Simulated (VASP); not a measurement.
Set up this calculation in VASP 6.6.1, as the native input.

- Task: single point
- Functional: r2SCAN
- Potentials or basis: VASP PAW PBE potentials, release 64 (Sr_sv, Cl)
- Cutoff: 520 eV
- k mesh: 10 × 10 × 10
- Occupations: fermi-dirac, width 0.1 eV
- Spin: no spin polarisation
- Dipole correction: no
- Further INCAR settings: ALGO = Normal; EDIFF = 1e-06; NBANDS = 19

The system is SrCl2.

```
Sr Cl
1.0
     3.49746    3.49746    0.00000
    -3.49746    3.49746    0.00000
     0.00000    3.49746    3.49746
Sr Cl
1 2
Direct
  0.00000 0.00000 0.00000
  0.25000 0.75000 0.50000
  0.75000 0.25000 0.50000
```

One way to write it, as run:

POSCAR

```
SrCl2
1.0
    3.4974589987      3.4974589987      0.0000000000
   -3.4974589987      3.4974589987      0.0000000000
    0.0000000000      3.4974589987      3.4974589987
Sr Cl
1 2
Direct
    0.0000000000      0.0000000000      0.0000000000
    0.2500000000      0.7500000000      0.5000000000
    0.7500000000      0.2500000000      0.5000000000
```

INCAR.step1

```
SYSTEM = SrCl2
PREC = Accurate
ENCUT = 520
ISMEAR = -1
SIGMA = 0.1
LREAL = .FALSE.
LASPH = .TRUE.
NELM = 80
NBANDS = 19
GGA = PE
ALGO = Normal
EDIFF = 1E-4
LWAVE = .TRUE.
LCHARG = .FALSE.
```

INCAR.step2

```
SYSTEM = SrCl2
PREC = Accurate
ENCUT = 520
EDIFF = 1E-6
ISMEAR = -1
SIGMA = 0.1
LREAL = .FALSE.
LASPH = .TRUE.
NELM = 80
ALGO = Normal
ISIF = 2
LWAVE = .FALSE.
LCHARG = .TRUE.
METAGGA = R2SCAN
LMIXTAU = .TRUE.
LELF = .TRUE.
LVHAR = .TRUE.
NBANDS = 19
ISTART = 1
```

KPOINTS

```
Automatic mesh
0
G
  10 10 10
  0 0 0
```

Potentials or basis: VASP PAW PBE potentials, release 64 (Sr_sv, Cl).

Run with:

```bash
$ cat potpaw_PBE.64/Sr_sv/POTCAR potpaw_PBE.64/Cl/POTCAR > POTCAR
$ cp INCAR.step1 INCAR
$ mpirun -np 1 vasp_std > vasp.out
$ cp INCAR.step2 INCAR
$ mpirun -np 1 vasp_std > vasp.out
```

It gave:

The pressure is 0.0 GPa and the band gap on the k mesh is 5.94 eV (least direct gap 5.99 eV).

Caveat: the PAW data sets were made with another functional, which shifts forces and pressure a little.

It took 4.1 min on 1 thread of Intel(R) Xeon(R) Platinum 8124M CPU @ 3.00GHz (Skylake/Cascade Lake), with other jobs on the host, peak memory 0.3 GiB.
